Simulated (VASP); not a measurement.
# RbBr (P6_3/mmc) in VASP: notebook

Aim: see how the results for RbBr move with the level of theory and the settings. Levels: PBE-based screened hybrid with 40 % exact exchange, PBE-based screened hybrid with 30 % exact exchange. Tasks: single point.

Everything below comes from runs of VASP 6.6.1. Logs are shortened: lines on timing, memory, paths and dates and some standing lists are left out, and cuts for length are marked.

### Step 1. The cell of the first run

The structure is hexagonal, space group P6_3/mmc (No. 194). The conventional cell has a = 5.890 Å, b = 5.890 Å, c = 6.870 Å, α = 90.00°, β = 90.00°, γ = 120.00°. Within 4.5 Å of Rb (site symmetry -6m2) lie 5 Br at 3.40 to 3.44 Å. Br (site symmetry -6m2) has 5 Rb at 3.40 to 3.44 Å within 4.5 Å.

### Step 2. Single point, PBE-based screened hybrid with 40 % exact exchange

The input, POSCAR:

```
RbBr
1.0
    5.8901391669      0.0000000000      0.0000000000
   -2.9450695835      5.1010101504      0.0000000000
    0.0000000000      0.0000000000      6.8703324972
Rb Br
2 2
Direct
    0.3333333333      0.6666666667     -0.0625000000
    0.6666666667      0.3333333333      0.4375000000
    0.3333333333      0.6666666667      0.4375000000
    0.6666666667      0.3333333333      0.9375000000
```

The input, INCAR.step1:

```
SYSTEM = RbBr
ALGO = Normal ; EDIFF = 1E-5
ENCUT = 400 ; GGA = PE
GGA_COMPAT = .False. ; ISIF = 2
ISMEAR = 0 ; LASPH = .True.
LCHARG = .False. ; LREAL = .False.
LWAVE = .True. ; NBANDS = 24
NELM = 120 ; PREC = Accurate
SIGMA = 0.01
```

The input, INCAR.step2:

```
SYSTEM = RbBr
AEXX = 0.4 ; ALGO = Normal
EDIFF = 1E-6 ; ENCUT = 400
GGA = PE ; GGA_COMPAT = .False.
HFSCREEN = 0.1 ; ISIF = 2
ISMEAR = 0 ; ISTART = 1
LASPH = .True. ; LCHARG = .False.
LHFCALC = .True. ; LREAL = .False.
LWAVE = .False. ; NBANDS = 24
NELM = 120 ; PREC = Accurate
PRECFOCK = Normal ; SIGMA = 0.01
```

The input, KPOINTS:

```
k-points
0
Gamma
  3 3 2
  0 0 0
```

Potentials or basis: VASP PAW PBE potentials, release 64 (Rb_sv, Br).

Launch:

```sh
> cat potpaw_PBE.64/Rb_sv/POTCAR potpaw_PBE.64/Br/POTCAR > POTCAR
> cp INCAR.step1 INCAR
> mpirun -np 1 vasp_std > vasp.out
> cp INCAR.step2 INCAR
> mpirun -np 1 vasp_std > vasp.out
```

OUTCAR:

```text
SYSTEM = RbBr
   AEXX = 0.4
   EDIFF = 1E-6
   ENCUT = 400
   GGA = PE
   HFSCREEN = 0.1
   ISIF = 2
   ISMEAR = 0
   ISTART = 1
   LASPH = .True.
   LHFCALC = .True.
   LREAL = .False.
   NELM = 120
   PREC = Accurate
   PRECFOCK = Normal

 ion  position               nearest neighbor table
   1  0.333  0.667  0.938-   4 3.40   4 3.40   4 3.40   3 3.44   3 3.44   2 4.83   2 4.83   2 4.83
                             2 4.83   2 4.83   2 4.83
   2  0.667  0.333  0.438-   3 3.40   3 3.40   3 3.40   4 3.44   4 3.44   1 4.83   1 4.83   1 4.83
                             1 4.83   1 4.83   1 4.83
   3  0.333  0.667  0.438-   2 3.40   2 3.40   2 3.40   1 3.44   1 3.44
   4  0.667  0.333  0.938-   1 3.40   1 3.40   1 3.40   2 3.44   2 3.44

  LATTYP: Found a hexagonal cell.
 ALAT       =     5.8901391669
 C/A-ratio  =     1.1664125927

  Lattice vectors:

 A1 = (   5.8901391669,   0.0000000000,   0.0000000000)
 A2 = (  -2.9450695835,   5.1010101504,   0.0000000000)
 A3 = (   0.0000000000,   0.0000000000,   6.8703324972)

Analysis of symmetry for initial positions (statically):
=====================================================================
 Subroutine PRICEL returns:
 Original cell was already a primitive cell.

 Routine SETGRP: Setting up the symmetry group for a
 hexagonal supercell.

 Subroutine GETGRP returns: Found 24 space group operations
 (whereof  6 operations were pure point group operations)
 out of a pool of 24 trial point group operations.

The static configuration has the point symmetry C_3v.
 The point group associated with its full space group is D_6h.

Analysis of symmetry for dynamics (positions and initial velocities):
=====================================================================
 Subroutine PRICEL returns:
 Original cell was already a primitive cell.

 Routine SETGRP: Setting up the symmetry group for a
 hexagonal supercell.

 Subroutine GETGRP returns: Found 24 space group operations
 (whereof  6 operations were pure point group operations)
 out of a pool of 24 trial point group operations.

The dynamic configuration has the point symmetry C_3v.
 The point group associated with its full space group is D_6h.

 Subroutine INISYM returns: Found 24 space group operations
 (whereof  6 operations are pure point group operations),
 and found     1 'primitive' translations
[... 84 lines left out ...]
   IBRION =     -1    ionic relax: 0-MD 1-quasi-New 2-CG
   NFREE  =      0    steps in history (QN), initial steepest desc. (CG)
   ISIF   =      2    stress and relaxation
   ISYM   =      3    0-nonsym 1-usesym 2-fastsym
   POTIM  = 0.5000    time-step for ionic-motion
   TEBEG  =    0.0;   TEEND  =   0.0 temperature during run
   PSTRESS=    0.0 pullay stress
   NELECT =      32.0000    total number of electrons
   NUPDOWN=      -1.0000    fix difference up-down
   EMIN   =  10.00;   EMAX   =-10.00  energy-range for DOS
   EFERMI =   0.00;   METHOD = LEGACY
   ISMEAR =     0;   SIGMA  =   0.01  broadening in eV -4-tet -1-fermi 0-gaus
   EFERMI_NEDOS =   21; number of points for ismear=-14 and -15
   IALGO  =     38    algorithm
   IMIX   =      1    mixing-type and parameters
     AMIX     =   0.40;   BMIX     =  1.00
     AMIX_MAG =   1.60;   BMIX_MAG =  1.00
  volume/ion in A,a.u.               =      51.61       348.25
  Fermi-wavevector in a.u.,A,eV,Ry     =   0.879438  1.661896 10.522887  0.773410
  Thomas-Fermi vector in A             =   1.999661
   LORBIT       =      0    0 simple, 1 ext, 2 COOP (PROOUT), +10 PAW based schemes
   GGA     = PE    functional components
   LHFCALC =     T    Hartree Fock is set to
   PRECFOCK=normal    Normal, Fast or Accurate (Low or Medium for compatibility)
   ENCUT4O =  -1.0   cutoff for four orbital integrals eV
   NKREDX  =     1    reduce k-point grid by
   NKREDY  =     1    reduce k-point grid by
   NKREDZ  =     1    reduce k-point grid by
   AEXX    =    0.4000 exact exchange contribution
   HFSCREEN=    0.1000 screening length (either q_TF or 0.3 A-1)
   HFSCREENC=   0.1000 screening length for correlation (either q_TF or 0.3 A-1)
   ENCUTFOCK=  -1.0 apply spherical cutoff to Coloumb kernel
   IVDW    =     0    specifies the selected vdW correction
   LEPSILON=     F    determine dielectric tensor
   LRPA    =     F    only Hartree local field effects (RPA)
 non-spin polarized calculation
 Gauss-broadening in eV      SIGMA  =   0.01
  energy-cutoff  :      400.00
  volume of cell :      206.42
 maximum number of plane-waves:      3790
 NGX is ok and might be reduce to    40
  NGX = 30; NGY = 30; NGZ = 36

 number of electron      31.9999997 magnetization

 Free energy of the ion-electron system (eV)
  ---------------------------------------------------
  ext. energy  EPLUGINS =         0.00000000
  ---------------------------------------------------
  free energy    TOTEN  =       -15.96952505 eV

  energy without entropy =      -15.96952505  energy(sigma->0) =      -15.96952505

 E-fermi :  -4.2117     XC(G=0):  -4.3160

 val. band max:       -4.3036634548   @ k =   0.0000   0.0000   0.0000
 cond. band min:       2.1202862386   @ k =   0.0000   0.0000   0.0000
 fundamental gap:      6.4239496934
 Fermi energy:        -4.2116886232

 k-point     1 :       0.0000    0.0000    0.0000
  band No.  band energies     occupation
      1     -31.6384      2.00000
      2     -31.6276      2.00000
      3     -18.0633      2.00000
      4     -18.0107      2.00000
      5     -13.9898      2.00000
      6     -13.9286      2.00000
[... 151 lines left out ...]
     23       6.3914      0.00000
     24       6.3914      0.00000

------------------------ aborting loop because EDIFF is reached ----------------------------------------

  FORCE on cell =-STRESS in cart. coord.  units (eV):
  Direction    XX          YY          ZZ          XY          YZ          ZX
  --------------------------------------------------------------------------------------
  -------------------------------------------------------------------------------------
  Total       -0.0259514     -0.0259514      0.0979144      0.0000000      0.0000000     -0.0000000
  in kB       -0.2014244     -0.2014244      0.7599722      0.0000000      0.0000000     -0.0000000
  external PRESSURE =       0.1190411 kB  Pullay stress =       0.0000000 kB

 VOLUME and BASIS-vectors are now :
 -----------------------------------------------------------------------------
  energy-cutoff  :      400.00
  volume of cell :      206.42
      direct lattice vectors                 reciprocal lattice vectors
     5.890139167  0.000000000  0.000000000     0.169775276  0.098019801  0.000000000
    -2.945069584  5.101010150  0.000000000     0.000000000  0.196039602  0.000000000
     0.000000000  0.000000000  6.870332497     0.000000000  0.000000000  0.145553363

 POSITION                                       TOTAL-FORCE (eV/Angst)
 -----------------------------------------------------------------------------------
     -0.00000      3.40067      6.44094         0.000000     -0.000000      0.000000
      2.94507      1.70034      3.00577        -0.000000      0.000000     -0.000000
     -0.00000      3.40067      3.00577        -0.000000      0.000000      0.000000
      2.94507      1.70034      6.44094         0.000000     -0.000000      0.000000
 -----------------------------------------------------------------------------------
    total drift:                                0.000013      0.000003     -0.000001

  FREE ENERGIE OF THE ION-ELECTRON SYSTEM (eV)
  ---------------------------------------------------
  free  energy   TOTEN  =       -15.9695250536 eV

  energy  without entropy=      -15.9695250536  energy(sigma->0) =      -15.96952505
```

Wall time 14 min (1 thread of Intel Xeon 8259CL, shared host); peak memory 0.39 GiB.

Results:

- Free energy: -15.9695 eV
- Pressure: 0.0 GPa
- Band gap on the k mesh: 6.42 eV

Caveat: the k points lie up to 0.46 Å⁻¹ apart; the PAW data sets were made with another functional, which shifts forces and pressure a little.

### Step 3. Single point, PBE-based screened hybrid with 30 % exact exchange

POSCAR is that of step 2.

The input, INCAR.step1:

```
ALGO     = Normal         # electronic algorithm
EDIFF    = 1E-5           # SCF threshold, eV
ENCUT    = 400            # plane-wave cutoff, eV
GGA      = PE             # functional
GGA_COMPAT= False        
ISIF     = 2              # what is computed and relaxed
ISMEAR   = 0              # smearing method
LASPH    = True           # aspherical terms in the spheres
LCHARG   = False          # write CHGCAR
LREAL    = False          # projectors in reciprocal space
LWAVE    = True           # write WAVECAR
NBANDS   = 24             # bands
NELM     = 120            # most SCF steps
PREC     = Accurate       # precision mode
SIGMA    = 0.01           # smearing width, eV
```

The input, INCAR.step2:

```
AEXX     = 0.3            # exact-exchange fraction
ALGO     = Normal         # electronic algorithm
EDIFF    = 1E-6           # SCF threshold, eV
ENCUT    = 400            # plane-wave cutoff, eV
GGA      = PE             # functional
GGA_COMPAT= False        
HFSCREEN = 0.1            # screening, 1/A
ISIF     = 2              # what is computed and relaxed
ISMEAR   = 0              # smearing method
ISTART   = 1            
LASPH    = True           # aspherical terms in the spheres
LCHARG   = False          # write CHGCAR
LHFCALC  = True           # exact exchange
LREAL    = False          # projectors in reciprocal space
LWAVE    = False          # write WAVECAR
NBANDS   = 24             # bands
NELM     = 120            # most SCF steps
PREC     = Accurate       # precision mode
PRECFOCK = Normal       
SIGMA    = 0.01           # smearing width, eV
```

The input, KPOINTS:

```
k-points
0
Gamma
  3 3 2
```

Potentials or basis: VASP PAW PBE potentials, release 64 (Rb_sv, Br).

Launch:

```sh
> cat potpaw_PBE.64/Rb_sv/POTCAR potpaw_PBE.64/Br/POTCAR > POTCAR
> cp INCAR.step1 INCAR
> mpirun -np 1 vasp_std > vasp.out
> cp INCAR.step2 INCAR
> mpirun -np 1 vasp_std > vasp.out
```

It took 14 min on 1 thread of Intel Xeon 8259CL, shared host; peak memory 0.39 GiB.

The run converged. Its results:

* Free energy: -14.9651 eV
* Pressure: 0.1 GPa
* Band gap on the k mesh: 5.82 eV

Stress tensor (GPa, compression positive):
```
0.05 0.00 0.00
0.00 0.05 0.00
0.00 0.00 0.18
```

Levels at points of the mesh, in eV from the valence-band top:
```tsv
k point	band 14	band 15	band 16	band 17	band 18	band 19
(0.00, 0.00, 0.00)	-0.27	-0.27	0.00	5.82	8.73	9.04
(0.00, 0.00, 0.50)	-0.35	-0.35	-0.35	6.99	6.99	10.24
```

Caveat: the k points lie up to 0.46 Å⁻¹ apart; the PAW data sets were made with another functional, which shifts forces and pressure a little.
